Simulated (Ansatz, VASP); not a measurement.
## O in VASP and in Ansatz

Contents of INCAR:

```
PREC = Accurate
ENCUT = 520
EDIFF = 1E-7
ISMEAR = -1
SIGMA = 0.02
LREAL = Auto
LASPH = True
NELM = 150
ALGO = Normal
ISIF = 2
LWAVE = False
LCHARG = False
ISPIN = 2
MAGMOM = 1 1 1 1 1 1 1 1 1 1 1 1 1 1 1 1
LORBIT = 11
GGA = PE
IVDW = 12
IBRION = 2
NSW = 35
EDIFFG = -0.3
```

KPOINTS

```
Automatic mesh
0
Gamma
  1 1 1
```

The input POSCAR:

```
O
1.0
    7.8772940000      0.0000000000      0.0000000000
    0.0000000000      7.8772940000      0.0000000000
    0.0000000000      0.0000000000      7.8772940000
O
16
Direct
    0.1738591000      0.6646754000      1.0188294000
    0.1733196000      0.6653772000      0.8606614000
    0.4081563000      0.3315637000      0.2973870000
    0.4237377000      0.3258594000      0.1400891000
    0.0329759000      0.1952509000      0.7923117000
    0.1529993000      0.1132363000      0.7299746000
    0.0244828000      0.8434969000      0.5267429000
   -0.0202909000      0.9311112000      0.4029004000
    0.8148892000      0.1273331000      0.9960165000
    0.7495245000     -0.0037382000      0.9363032000
    0.4107180000      0.9350605000      0.9575811000
    0.4300653000      0.9870161000      0.8094452000
    0.6411975000      0.1525793000      0.6271516000
    0.7097680000      0.1747093000      0.4863457000
    0.3886670000      0.6224130000      0.5623373000
    0.3643086000      0.6494770000      0.4084148000
```

Input for Ansatz:

```yaml
crystal:
  lattice:
    - [7.877294, 0.0, 0.0]
    - [0.0, 7.877294, 0.0]
    - [0.0, 0.0, 7.877294]
  atoms:
    - { symbol: O, position: [0.1738591, 0.6646754, 1.0188294], spin: 1.0 }
    - { symbol: O, position: [0.1733196, 0.6653772, 0.8606614], spin: 1.0 }
    - { symbol: O, position: [0.4081563, 0.3315637, 0.297387], spin: 1.0 }
    - { symbol: O, position: [0.4237377, 0.3258594, 0.1400891], spin: 1.0 }
    - { symbol: O, position: [0.0329759, 0.1952509, 0.7923117], spin: 1.0 }
    - { symbol: O, position: [0.1529993, 0.1132363, 0.7299746], spin: 1.0 }
    - { symbol: O, position: [0.0244828, 0.8434969, 0.5267429], spin: 1.0 }
    - { symbol: O, position: [-0.0202909, 0.9311112, 0.4029004], spin: 1.0 }
    - { symbol: O, position: [0.8148892, 0.1273331, 0.9960165], spin: 1.0 }
    - { symbol: O, position: [0.7495245, -0.0037382, 0.9363032], spin: 1.0 }
    - { symbol: O, position: [0.410718, 0.9350605, 0.9575811], spin: 1.0 }
    - { symbol: O, position: [0.4300653, 0.9870161, 0.8094452], spin: 1.0 }
    - { symbol: O, position: [0.6411975, 0.1525793, 0.6271516], spin: 1.0 }
    - { symbol: O, position: [0.709768, 0.1747093, 0.4863457], spin: 1.0 }
    - { symbol: O, position: [0.388667, 0.622413, 0.5623373], spin: 1.0 }
    - { symbol: O, position: [0.3643086, 0.649477, 0.4084148], spin: 1.0 }
magnetization:
  spin_polarized: true
basis:
  ecutwfc: 420.0
kpoints:
  mp_grid: { grid: [1, 1, 1] }
hamiltonian:
  xc: pbe
  dispersion: d3bj
scf:
  occupations: { method: fermi_dirac, width: 0.02 }
  lower_state_search: "off"
relax:
  f_tol: 0.3
  max_steps: 15
  adjacent_minimum: "off"
```

Alike in both runs: task relaxation of the atoms; functional PBE; dispersion D3(BJ); k mesh 1 × 1 × 1; occupations fermi-dirac, width 0.02 eV; collinear spin.

|  | VASP | Ansatz |
| --- | --- | --- |
| version | VASP 6.6.1 | Ansatz 0.2.0 |
| potentials or method | VASP PAW PBE potentials, release 64 (O), cutoff 520 eV | scalar-relativistic, plane waves, PAW |
| valence electrons in the cell | 96 | 96 |

```tsv
	VASP	Ansatz	Ansatz less VASP
net moment per atom (μB)	1.00	1.00	0.000
size of the moment on the site where the two differ most (μB)	0.81	0.56	-0.257
```

Site moments also hang on the region over which each program counts them.

Noted on VASP's run: the standard files for N, O and F lose accuracy on very short bonds.
